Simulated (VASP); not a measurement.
Runs of VASP 6.6.1 on Ta3N. The structure is that of space group Pm-3m (No. 221), or close to it. The cells are those of the table. 

```csv
task,spin,cell,k mesh,cutoff (eV),gap on the mesh (eV),pressure (GPa),relaxed volume (Å³/atom)
relaxation of cell and atoms,off,"relaxed from a = 3.899 Å, 4 atoms",4 × 4 × 4,600,none,-0.2,(b)
single point,off,"a = 3.970 Å, 4 atoms",4 × 4 × 4,520,none,0.3,-
single point,collinear,"a = 3.899 Å, 4 atoms",6 × 6 × 6,600,none,9.7,-
relaxation of cell and atoms,off,"relaxed from a = 3.970 Å, 4 atoms",12 × 12 × 12,600,none,0.0,15.59
single point,off,"a = 3.965 Å, 4 atoms",12 × 12 × 12,520,none,(a),-
```

Alike in all rows: level PBE; potentials or basis VASP PAW PBE potentials, release 64 (Ta_pv, N); smearing gaussian 0.1 eV.

Q: Fill in the values left out.

A: (a) 0.2; (b) 15.68.

Caveats: some runs use coarse meshes; spin-orbit coupling is left out, which moves the levels of the heavy elements; the cell stands under pressure (at least some runs).

A k mesh can miss the band edges, and the runs leave out spin-orbit coupling on Ta.

A gap of «none» marks levels without a gap at the run's occupations.
